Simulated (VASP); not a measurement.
# SiC (I-4m2) in VASP: notebook, part 2 of 2

VASP 6.6.1.

### Step 3. Single point, PBE (strain +0.000 along x and y, -0.030 along z)

Contents of INCAR:

```
PREC = Accurate
ENCUT = 520
EDIFF = 1E-6
ISMEAR = 0
SIGMA = 0.05
LREAL = F
LASPH = T
NELM = 80
ALGO = Normal
ISIF = 2
LWAVE = F
LCHARG = T
GGA = PE
LELF = T
LVHAR = T
NBANDS = 11
```

Contents of KPOINTS:

```
Automatic mesh
0
Gamma
  12 12 12
```

Contents of POSCAR:

```
SiC
1.0
    0.0000000000      2.1740000000      2.1087800000
    2.1740000000      0.0000000000      2.1087800000
    2.1740000000      2.1740000000      0.0000000000
Si C
1 1
Direct
    0.0000000000      0.0000000000      0.0000000000
    0.7500000000      0.7500000000      0.7500000000
```

Potentials or basis: VASP PAW PBE potentials, release 64 (Si, C).

The run is started by

```sh
cat potpaw_PBE.64/Si/POTCAR potpaw_PBE.64/C/POTCAR > POTCAR
mpirun -np 1 vasp_std > vasp.out
```

OUTCAR:

```text
PREC = Accurate
   ENCUT = 520
   EDIFF = 1E-6
   ISMEAR = 0
   LREAL = F
   LASPH = T
   NELM = 80
   ISIF = 2
   GGA = PE

 ion  position               nearest neighbor table
   1  0.000  0.000  0.000-   2 1.86   2 1.86   2 1.86   2 1.86
   2  0.750  0.750  0.750-   1 1.86   1 1.86   1 1.86   1 1.86

  LATTYP: Found a body centered tetragonal cell.
 ALAT       =     3.0745002846
 C/A-ratio  =     1.3717871555

  Lattice vectors:

 A1 = (   0.0000000000,  -2.1740000000,  -2.1087800000)
 A2 = (   0.0000000000,   2.1740000000,  -2.1087800000)
 A3 = (   2.1740000000,   0.0000000000,   2.1087800000)

Analysis of symmetry for initial positions (statically):
=====================================================================
 Subroutine PRICEL returns:
 Original cell was already a primitive cell.

 Routine SETGRP: Setting up the symmetry group for a
 body centered tetragonal supercell.

 Subroutine GETGRP returns: Found  8 space group operations
 (whereof  8 operations were pure point group operations)
 out of a pool of 16 trial point group operations.

The static configuration has the point symmetry D_2d.

Analysis of symmetry for dynamics (positions and initial velocities):
=====================================================================
 Subroutine PRICEL returns:
 Original cell was already a primitive cell.

 Routine SETGRP: Setting up the symmetry group for a
 body centered tetragonal supercell.

 Subroutine GETGRP returns: Found  8 space group operations
 (whereof  8 operations were pure point group operations)
 out of a pool of 16 trial point group operations.

The dynamic configuration has the point symmetry D_2d.

 Subroutine INISYM returns: Found  8 space group operations
 (whereof  8 operations are pure point group operations),
 and found     1 'primitive' translations

[... 119 lines left out ...]
   GGA     = PE    functional components
   LHFCALC =     F    Hartree Fock is set to
   AEXX    =    0.0000 exact exchange contribution
   IVDW    =     0    specifies the selected vdW correction
   LEPSILON=     F    determine dielectric tensor
   LRPA    =     F    only Hartree local field effects (RPA)
 non-spin polarized calculation
 Gauss-broadening in eV      SIGMA  =   0.05
  energy-cutoff  :      520.00
  volume of cell :       19.93
 maximum number of plane-waves:       548
   NGX = 11   NGY = 11   NGZ = 11

 number of electron       8.0000000 magnetization

 Free energy of the ion-electron system (eV)
  ---------------------------------------------------
  ext. energy  EPLUGINS =         0.00000000
  ---------------------------------------------------
  free energy    TOTEN  =       -15.01221354 eV

  energy without entropy =      -15.01221354  energy(sigma->0) =      -15.01221354

 E-fermi :   8.9572     XC(G=0): -11.5213

 val. band max:        8.6676734417   @ k =   0.0000   0.0000   0.0000
 cond. band min:       9.6713205459   @ k =   0.5000   0.5000   0.0000
 fundamental gap:      1.0036471042
 Fermi energy:         8.9572416602

 k-point     1 :       0.0000    0.0000    0.0000
  band No.  band energies     occupation
      1      -7.1667      2.00000
      2       8.4691      2.00000
      3       8.4691      2.00000
      4       8.6677      2.00000
      5      15.2014      0.00000
      6      16.0547      0.00000
      7      16.1357      0.00000
      8      16.1357      0.00000
      9      22.7876      0.00000
     10      23.6854      0.00000
     11      25.6051      0.00000
[... 309 lines left out ...]
 k-point    24 :      -0.4167    0.1667    0.0000
  band No.  band energies     occupation
      1      -3.1402      2.00000
      2       0.3849      2.00000
      3       5.6228      2.00000
      4       6.7936      2.00000
      5      13.5794      0.00000
      6      16.6581      0.00000
      7      17.0887      0.00000
      8      20.1878      0.00000
      9      23.3119      0.00000
     10      24.3453      0.00000
     11      27.4023      0.00000

 [... further k-points ...]

------------------------ aborting loop because EDIFF is reached ----------------------------------------

  FORCE on cell =-STRESS in cart. coord.  units (eV):
  Direction    XX          YY          ZZ          XY          YZ          ZX
  --------------------------------------------------------------------------------------
  -------------------------------------------------------------------------------------
  Total        1.2079114      1.2079114      2.1202580      0.0000000      0.0000000      0.0000000
  in kB       97.0879421     97.0879421    170.4193643      0.0000000      0.0000000      0.0000000
  external PRESSURE =     121.5317495 kB  Pullay stress =       0.0000000 kB

 VOLUME and BASIS-vectors are now :
 -----------------------------------------------------------------------------
  energy-cutoff  :      520.00
  volume of cell :       19.93
      direct lattice vectors                 reciprocal lattice vectors
     0.000000000  2.174000000  2.108780000    -0.229990800  0.229990800  0.237103918
     2.174000000  0.000000000  2.108780000     0.229990800 -0.229990800  0.237103918
     2.174000000  2.174000000  0.000000000     0.229990800  0.229990800 -0.237103918

 POSITION                                       TOTAL-FORCE (eV/Angst)
 -----------------------------------------------------------------------------------
      0.00000      0.00000      0.00000        -0.000000     -0.000000      0.000000
      3.26100      3.26100      3.16317         0.000000      0.000000     -0.000000
 -----------------------------------------------------------------------------------
    total drift:                               -0.000000     -0.000000      0.000000

  FREE ENERGIE OF THE ION-ELECTRON SYSTEM (eV)
  ---------------------------------------------------
  free  energy   TOTEN  =       -15.0122135431 eV

  energy  without entropy=      -15.0122135431  energy(sigma->0) =      -15.01221354
```

It took 16 s on 1 thread of AMD EPYC 9R45 (Zen 5), shared host; peak memory 0.12 GiB.

What came out:

```yaml
Free_energy: -15.0122 eV
Pressure: 12.2 GPa
Band_gap_on_the_k_mesh: 1.00 eV, indirect (least direct gap 4.54 eV)
```

Levels at points of the mesh, in eV from the valence-band top:
| k point | band 2 | band 3 | band 4 | band 5 | band 6 | band 7 |
| --- | --- | --- | --- | --- | --- | --- |
| (0.00, 0.00, 0.00) | -0.20 | -0.20 | 0.00 | 6.53 | 7.39 | 7.47 |
| (0.50, 0.00, 0.00) | -8.88 | -1.38 | -1.01 | 5.55 | 7.01 | 7.58 |
| (0.50, 0.50, 0.00) | -7.79 | -3.61 | -3.61 | 1.00 | 3.96 | 14.24 |
| (0.50, 0.00, 0.50) | -8.18 | -3.30 | -3.25 | 1.29 | 4.50 | 13.88 |

Caveat: the cell differs from its parent crystal (strain +0.000 along x and y, -0.030 along z).
